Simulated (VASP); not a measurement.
# AlNi (I4/mmm) in VASP: a series of runs

AlNi is run at these levels: PBEsol; tasks: single point.

All numbers are computed with VASP 6.6.1; they aren't measurements. Logs are shortened: lines on timing, memory, paths and dates and some standing lists are left out, and cuts for length are marked.

**1. The cell of the first run**

The structure is tetragonal, space group I4/mmm (No. 139). The conventional cell has a = 4.048 Å, b = 4.048 Å, c = 5.724 Å, α = 90.00°, β = 90.00°, γ = 90.00°. Within 3.2 Å of Al (site symmetry mmm) lie 8 Ni at 2.45 to 2.50 Å and 6 Al at 2.86 Å. Ni (site symmetry 4mm) has 8 Al at 2.45 to 2.50 Å and 6 Ni at 2.77 to 2.95 Å within 3.2 Å.

**2. Single point, PBEsol (atoms displaced along a vibrational mode)**

Contents of INCAR:

```
SYSTEM = AlNi
ALGO = Normal
EDIFF = 1E-6
ENCUT = 600
GGA = PS
GGA_COMPAT = .False.
ISIF = 2
ISMEAR = 0
LASPH = .True.
LCHARG = .False.
LREAL = .False.
LWAVE = .False.
NBANDS = 21
NELM = 120
PREC = Accurate
SIGMA = 0.15
```

Contents of KPOINTS:

```
k-points
0
Gamma
  18 18 18
  0 0 0
```

Contents of POSCAR:

```
AlNi
1.0
   -2.8621655520      0.0000000000     -2.8621655520
    0.0000000000     -2.8621655520     -2.8621655520
   -2.8621655520     -2.8621655520      0.0000000000
Al Ni
2 2
Direct
    0.5000000000      0.5000000000      0.5000000000
    0.0000000000      0.0000000000      0.0000000000
    0.2578611805      0.2578611805      0.2421388195
    0.7421388195      0.7421388195      0.7578611805
```

Potentials or basis: VASP PAW PBE potentials, release 64 (Al, Ni).

Launch:

```console
cat potpaw_PBE.64/Al/POTCAR potpaw_PBE.64/Ni/POTCAR > POTCAR
mpirun -np 1 vasp_std > vasp.out
```

OUTCAR:

```text
SYSTEM = AlNi
   EDIFF = 1E-6
   ENCUT = 600
   GGA = PS
   ISIF = 2
   ISMEAR = 0
   LASPH = .True.
   LREAL = .False.
   NELM = 120
   PREC = Accurate

 ion  position               nearest neighbor table
   1  0.500  0.500  0.500-   3 2.45   4 2.45   3 2.45   4 2.45   3 2.50   3 2.50   4 2.50   4 2.50
                             2 2.86   2 2.86   2 2.86   2 2.86   2 2.86   2 2.86
   2  0.000  0.000  0.000-   4 2.45   4 2.45   3 2.45   3 2.45   4 2.50   3 2.50   4 2.50   3 2.50
                             1 2.86   1 2.86   1 2.86   1 2.86   1 2.86   1 2.86
   3  0.258  0.258  0.242-   1 2.45   2 2.45   2 2.45   1 2.45   2 2.50   2 2.50   1 2.50   1 2.50
                             4 2.77   4 2.86   4 2.86   4 2.86   4 2.86   4 2.95
   4  0.742  0.742  0.758-   1 2.45   1 2.45   2 2.45   2 2.45   2 2.50   2 2.50   1 2.50   1 2.50
                             3 2.77   3 2.86   3 2.86   3 2.86   3 2.86   3 2.95

  LATTYP: Found a face centered cubic cell.
 ALAT       =     5.7243311040

  Lattice vectors:

 A1 = (  -2.8621655520,   0.0000000000,  -2.8621655520)
 A2 = (   0.0000000000,  -2.8621655520,  -2.8621655520)
 A3 = (  -2.8621655520,  -2.8621655520,   0.0000000000)

Analysis of symmetry for initial positions (statically):
=====================================================================
 Subroutine PRICEL returns:
 Original cell was already a primitive cell.

 Routine SETGRP: Setting up the symmetry group for a
 face centered cubic supercell.

 Subroutine GETGRP returns: Found 16 space group operations
 (whereof  8 operations were pure point group operations)
 out of a pool of 48 trial point group operations.

The static configuration has the point symmetry D_2h.
 The point group associated with its full space group is D_4h.

Analysis of symmetry for dynamics (positions and initial velocities):
=====================================================================
 Subroutine PRICEL returns:
 Original cell was already a primitive cell.

 Routine SETGRP: Setting up the symmetry group for a
 face centered cubic supercell.

 Subroutine GETGRP returns: Found 16 space group operations
 (whereof  8 operations were pure point group operations)
 out of a pool of 48 trial point group operations.

The dynamic configuration has the point symmetry D_2h.
 The point group associated with its full space group is D_4h.

 Subroutine INISYM returns: Found 16 space group operations
 (whereof  8 operations are pure point group operations),
 and found     1 'primitive' translations

----------------------------------------------------------------------------------------

                                     Primitive cell

  volume of cell :      46.8937

  direct lattice vectors                    reciprocal lattice vectors
    -2.862165552  0.000000000 -2.862165552    -0.174692900  0.174692900 -0.174692900
     0.000000000 -2.862165552 -2.862165552     0.174692900 -0.174692900 -0.174692900
    -2.862165552 -2.862165552  0.000000000    -0.174692900 -0.174692900  0.174692900

  length of vectors
     4.047713341  4.047713341  4.047713341     0.302576978  0.302576978  0.302576978

  position of ions in fractional coordinates (direct lattice)
     0.500000000  0.500000000  0.500000000
     0.000000000  0.000000000  0.000000000
     0.257861181  0.257861181  0.242138819
     0.742138819  0.742138819  0.757861181

  ion indices of the primitive-cell ions
   primitive index   ion index
                 1           1
                 2           2
                 3           3
                 4           4

----------------------------------------------------------------------------------------

 KPOINTS: k-points

Automatic generation of k-mesh.
 Grid dimensions read from file:
 generate k-points for:   18   18   18

 Generating k-lattice:

  Cartesian coordinates                     Fractional coordinates (reciprocal lattice)
    -0.009705161  0.009705161 -0.009705161     0.055555556  0.000000000  0.000000000
     0.009705161 -0.009705161 -0.009705161     0.000000000  0.055555556  0.000000000
    -0.009705161 -0.009705161  0.009705161     0.000000000  0.000000000  0.055555556

  Length of vectors
     0.016809832  0.016809832  0.016809832

  Shift w.r.t. Gamma in fractional coordinates (k-lattice)
     0.000000000  0.000000000  0.000000000

 Subroutine IBZKPT returns following result:
 ===========================================

 Found    480 irreducible k-points:

 Following reciprocal coordinates:
            Coordinates               Weight
  0.000000  0.000000  0.000000      1.000000
  0.055556  0.000000  0.000000      8.000000
  0.111111  0.000000  0.000000      8.000000
  0.166667  0.000000  0.000000      8.000000
  0.222222  0.000000  0.000000      8.000000
  0.277778  0.000000  0.000000      8.000000
[... 16 lines left out ...]
  0.388889  0.055556  0.000000      8.000000
  0.000000  0.388889  0.055556     16.000000
 [... further k-points ...]
   k-points           NKPTS =    480   k-points in BZ     NKDIM =    480   number of bands    NBANDS=     21
   number of dos      NEDOS =    301   number of ions     NIONS =      4
   total plane-waves  NPLWV =  32768
   dimension x,y,z NGX =    32 NGY =   32 NGZ =   32
   dimension x,y,z NGXF=    64 NGYF=   64 NGZF=   64
   ions per type =               2   2
   NGX,Y,Z   is equivalent  to a cutoff of  13.14, 13.14, 13.14 a.u.
   NGXF,Y,Z  is equivalent  to a cutoff of  26.29, 26.29, 26.29 a.u.
 SYSTEM =  AlNi
   PREC   = accura    normal or accurate (medium, high low for compatibility)
   ISTART =      0    job   : 0-new  1-cont  2-samecut
   ICHARG =      2    charge: 1-file 2-atom 10-const
   ISPIN  =      1    spin polarized calculation?
   LNONCOLLINEAR =      F non collinear calculations
   LSORBIT =      F    spin-orbit coupling
   LASPH  =      T    aspherical Exc in radial PAW
   ENCUT  =  600.0 eV  44.10 Ry    6.64 a.u.   8.08  8.08  8.08*2*pi/ulx,y,z
   NELM   =    120;   NELMIN=  2; NELMDL= -5     # of ELM steps
   EDIFF  = 0.1E-05   stopping-criterion for ELM
   LREAL  =      F    real-space projection
   EDIFFG = 0.1E-04   stopping-criterion for IOM
   NSW    =      0    number of steps for IOM
   IBRION =     -1    ionic relax: 0-MD 1-quasi-New 2-CG
   NFREE  =      0    steps in history (QN), initial steepest desc. (CG)
   ISIF   =      2    stress and relaxation
   ISYM   =      2    0-nonsym 1-usesym 2-fastsym
   POTIM  = 0.5000    time-step for ionic-motion
   TEBEG  =    0.0;   TEEND  =   0.0 temperature during run
   PSTRESS=    0.0 pullay stress
   NELECT =      26.0000    total number of electrons
   NUPDOWN=      -1.0000    fix difference up-down
   EMIN   =  10.00;   EMAX   =-10.00  energy-range for DOS
   EFERMI =   0.00;   METHOD = LEGACY
   ISMEAR =     0;   SIGMA  =   0.15  broadening in eV -4-tet -1-fermi 0-gaus
   EFERMI_NEDOS =   21; number of points for ismear=-14 and -15
   IALGO  =     38    algorithm
   IMIX   =      4    mixing-type and parameters
     AMIX     =   0.40;   BMIX     =  1.00
     AMIX_MAG =   1.60;   BMIX_MAG =  1.00
  volume/ion in A,a.u.               =      11.72        79.11
  Fermi-wavevector in a.u.,A,eV,Ry     =   1.344914  2.541519 24.610134  1.808794
  Thomas-Fermi vector in A             =   2.472869
   LORBIT       =      0    0 simple, 1 ext, 2 COOP (PROOUT), +10 PAW based schemes
   GGA     = PS    functional components
   LHFCALC =     F    Hartree Fock is set to
   AEXX    =    0.0000 exact exchange contribution
   IVDW    =     0    specifies the selected vdW correction
   LEPSILON=     F    determine dielectric tensor
   LRPA    =     F    only Hartree local field effects (RPA)
 non-spin polarized calculation
 Gauss-broadening in eV      SIGMA  =   0.15
  energy-cutoff  :      600.00
  volume of cell :       46.89
 maximum number of plane-waves:      1588
   NGX = 17   NGY = 17   NGZ = 17

 number of electron      25.9999999 magnetization

 Free energy of the ion-electron system (eV)
  ---------------------------------------------------
  ext. energy  EPLUGINS =         0.00000000
  ---------------------------------------------------
  free energy    TOTEN  =       -23.16902535 eV

  energy without entropy =      -23.15128790  energy(sigma->0) =      -23.16015663

 E-fermi :  10.1566     XC(G=0): -12.2609

 val. band max:       10.1552153055   @ k =  -0.3333   0.2778   0.1111
 cond. band min:      10.1572479469   @ k =   0.1667   0.0556  -0.1667
 fundamental gap:      0.0020326414
 Fermi energy:        10.1565693109

 k-point     1 :       0.0000    0.0000    0.0000
  band No.  band energies     occupation
      1      -1.1172      2.00000
      2       5.9608      2.00000
      3       5.9608      2.00000
      4       5.9663      2.00000
      5       6.8243      2.00000
      6       6.8255      2.00000
[... 13 lines left out ...]
     20      15.7407      0.00000
     21      15.7668      0.00000

 k-point     2 :       0.0556    0.0000    0.0000
  band No.  band energies     occupation
      1      -1.0739      2.00000
      2       5.9225      2.00000
      3       5.9784      2.00000
      4       5.9822      2.00000
      5       6.8285      2.00000
      6       6.8298      2.00000
[... 13 lines left out ...]
     20      15.5515      0.00000
     21      15.6972      0.00000

 k-point     3 :       0.1111    0.0000    0.0000
  band No.  band energies     occupation
      1      -0.9444      2.00000
      2       5.7995      2.00000
      3       6.0309      2.00000
      4       6.0346      2.00000
      5       6.8411      2.00000
      6       6.8424      2.00000
[... 13 lines left out ...]
     20      15.5525      0.00000
     21      16.0260      0.00000

 k-point     4 :       0.1667    0.0000    0.0000
  band No.  band energies     occupation
      1      -0.7296      2.00000
      2       5.5824      2.00000
      3       6.1163      2.00000
      4       6.1199      2.00000
      5       6.8619      2.00000
      6       6.8634      2.00000
[... 13 lines left out ...]
     20      15.5694      0.00000
     21      16.7468      0.00000

 k-point     5 :       0.2222    0.0000    0.0000
  band No.  band energies     occupation
      1      -0.4313      2.00000
      2       5.2522      2.00000
      3       6.2310      2.00000
      4       6.2343      2.00000
      5       6.8901      2.00000
      6       6.8920      2.00000
[... 13 lines left out ...]
     20      16.1528      0.00000
     21      17.4208      0.00000

 k-point     6 :       0.2778    0.0000    0.0000
  band No.  band energies     occupation
      1      -0.0519      2.00000
      2       4.7922      2.00000
      3       6.3697      2.00000
      4       6.3724      2.00000
      5       6.9237      2.00000
      6       6.9264      2.00000
[... 13 lines left out ...]
     20      16.8504      0.00000
     21      18.1355      0.00000

 k-point     7 :       0.3333    0.0000    0.0000
  band No.  band energies     occupation
      1       0.4047      2.00000
      2       4.2115      2.00000
      3       6.5241      2.00000
      4       6.5254      2.00000
      5       6.9580      2.00000
      6       6.9616      2.00000
[... 13 lines left out ...]
     20      17.6420      0.00000
     21      18.9326      0.00000
[... 291 lines left out ...]
      1      -0.1497      2.00000
      2       4.9715      2.00000
      3       6.3174      2.00000
      4       6.3219      2.00000
      5       6.8585      2.00000
      6       6.9521      2.00000
[... 13 lines left out ...]
     20      17.2125      0.00000
     21      18.1482      0.00000

 k-point    21 :       0.3333    0.0556    0.0000
  band No.  band energies     occupation
      1       0.2812      2.00000
      2       4.4373      2.00000
      3       6.4619      2.00000
      4       6.4626      2.00000
      5       6.8747      2.00000
      6       6.9953      2.00000
[... 13 lines left out ...]
     20      17.9829      0.00000
     21      18.9385      0.00000

 k-point    22 :       0.0000    0.3333    0.0556
  band No.  band energies     occupation
      1       0.2812      2.00000
      2       4.4371      2.00000
      3       6.4599      2.00000
      4       6.4635      2.00000
      5       6.8759      2.00000
      6       6.9927      2.00000
[... 13 lines left out ...]
     20      17.9879      0.00000
     21      18.9376      0.00000

 k-point    23 :       0.3889    0.0556    0.0000
  band No.  band energies     occupation
      1       0.7859      2.00000
      2       3.8033      2.00000
      3       6.6054      2.00000
      4       6.6157      2.00000
      5       6.8826      2.00000
      6       7.0305      2.00000
[... 13 lines left out ...]
     20      18.8349      0.00000
     21      19.8044      0.00000

 k-point    24 :       0.0000    0.3889    0.0556
  band No.  band energies     occupation
      1       0.7859      2.00000
      2       3.8032      2.00000
      3       6.6045      2.00000
      4       6.6150      2.00000
      5       6.8841      2.00000
      6       7.0280      2.00000
[... 13 lines left out ...]
     20      18.8423      0.00000
     21      19.8039      0.00000

 [... further k-points ...]

------------------------ aborting loop because EDIFF is reached ----------------------------------------

  FORCE on cell =-STRESS in cart. coord.  units (eV):
  Direction    XX          YY          ZZ          XY          YZ          ZX
  --------------------------------------------------------------------------------------
  -------------------------------------------------------------------------------------
  Total        0.0830821      0.0830821      0.1522514      0.0000000      0.0000000      0.0000000
  in kB        2.8385973      2.8385973      5.2018467      0.0000000      0.0000000      0.0000000
  external PRESSURE =       3.6263471 kB  Pullay stress =       0.0000000 kB

 VOLUME and BASIS-vectors are now :
 -----------------------------------------------------------------------------
  energy-cutoff  :      600.00
  volume of cell :       46.89
      direct lattice vectors                 reciprocal lattice vectors
    -2.862165552  0.000000000 -2.862165552    -0.174692900  0.174692900 -0.174692900
     0.000000000 -2.862165552 -2.862165552     0.174692900 -0.174692900 -0.174692900
    -2.862165552 -2.862165552  0.000000000    -0.174692900 -0.174692900  0.174692900

 POSITION                                       TOTAL-FORCE (eV/Angst)
 -----------------------------------------------------------------------------------
     -2.86217     -2.86217     -2.86217        -0.000000     -0.000000      0.000000
      0.00000      0.00000      0.00000         0.000000      0.000000      0.000000
     -1.43108     -1.43108     -1.47608         0.000000     -0.000000      0.287831
     -4.29325     -4.29325     -4.24825         0.000000     -0.000000     -0.287831
 -----------------------------------------------------------------------------------
    total drift:                               -0.000000     -0.000000     -0.000000

  FREE ENERGIE OF THE ION-ELECTRON SYSTEM (eV)
  ---------------------------------------------------
  free  energy   TOTEN  =       -23.1690253538 eV

  energy  without entropy=      -23.1512878966  energy(sigma->0) =      -23.16015663
```

Run time: 5 min. Hardware: 1 thread of Intel Xeon Platinum 8488C (Sapphire Rapids), shared host; peak memory 0.57 GiB.

Results:

* Free energy: -23.1690 eV
* Pressure: 0.4 GPa
* Largest force: 0.288 eV/Å
* Band gap on the k mesh: zero (bands 13 and 14 overlap by 2.81 eV)

Forces on the atoms (eV/Å):
```
Al   0.000  0.000  0.000
Al   0.000  0.000  0.000
Ni   0.000  0.000  0.288
Ni   0.000  0.000 -0.288
```

Stress tensor (GPa, compression positive):
```
0.28 0.00 0.00
0.00 0.28 0.00
0.00 0.00 0.52
```

Caveat: the cell differs from its parent crystal (atoms displaced along a vibrational mode); the PAW data sets were made with another functional, which shifts forces and pressure a little. Spin polarisation is off, so any magnetic state and its effect on volume and gap are missing.

**3. Single point, PBEsol (atoms displaced along a vibrational mode)**

Contents of INCAR:

```
PREC = Accurate ; ENCUT = 600
EDIFF = 1E-6 ; ISMEAR = 0
SIGMA = 0.15 ; LREAL = False
LASPH = True ; NELM = 120
ALGO = Normal ; ISIF = 2
LWAVE = False ; LCHARG = False
GGA = PS ; NBANDS = 21
GGA_COMPAT = False
```

Contents of KPOINTS:

```
Automatic mesh
0
Gamma
  18 18 18
```

Edit POSCAR of step 2 so:

```diff
@@ -10,3 +10,3 @@
     0.0000000000      0.0000000000      0.0000000000
-    0.2578611805      0.2578611805      0.2421388195
-    0.7421388195      0.7421388195      0.7578611805
+    0.2526203935      0.2526203935      0.2473796065
+    0.7473796065      0.7473796065      0.7526203935
```

Potentials or basis: VASP PAW PBE potentials, release 64 (Al, Ni).

Launch:

```console
cat potpaw_PBE.64/Al/POTCAR potpaw_PBE.64/Ni/POTCAR > POTCAR
mpirun -np 1 vasp_std > vasp.out
```

It took 5 min on 1 thread of Intel Xeon Platinum 8488C (Sapphire Rapids), shared host; peak memory 0.58 GiB.

It converged, with:

```
Free energy            : -23.1804 eV
Pressure               : 0.2 GPa
Largest force          : 0.094 eV/Å
Band gap on the k mesh : zero (bands 13 and 14 overlap by 2.93 eV)
```

Forces in eV/Å, atoms in the order of the input:
```
Al   0.000  0.000  0.000
Al   0.000  0.000  0.000
Ni   0.000  0.000  0.094
Ni   0.000  0.000 -0.094
```

Levels at points of the mesh, in eV from the Fermi level:
```tsv
k point	band 10	band 11	band 12	band 13	band 14	band 15	band 16	band 17
(0.00, 0.00, 0.00)	-1.01	-1.01	1.96	1.97	1.97	3.90	4.56	4.56
(0.50, 0.00, 0.00)	-2.19	-2.16	-2.15	2.25	2.28	2.33	2.36	4.22
(0.50, 0.50, 0.00)	-2.13	-2.13	-1.49	-1.04	-0.66	1.50	2.59	8.32
(0.00, 0.50, 0.50)	-2.14	-2.13	-1.49	-1.04	-0.66	1.50	2.59	8.32
```

Caveat: the cell differs from its parent crystal (atoms displaced along a vibrational mode); the PAW data sets were made with another functional, which shifts forces and pressure a little. Spin polarisation is off, so any magnetic state and its effect on volume and gap are missing.
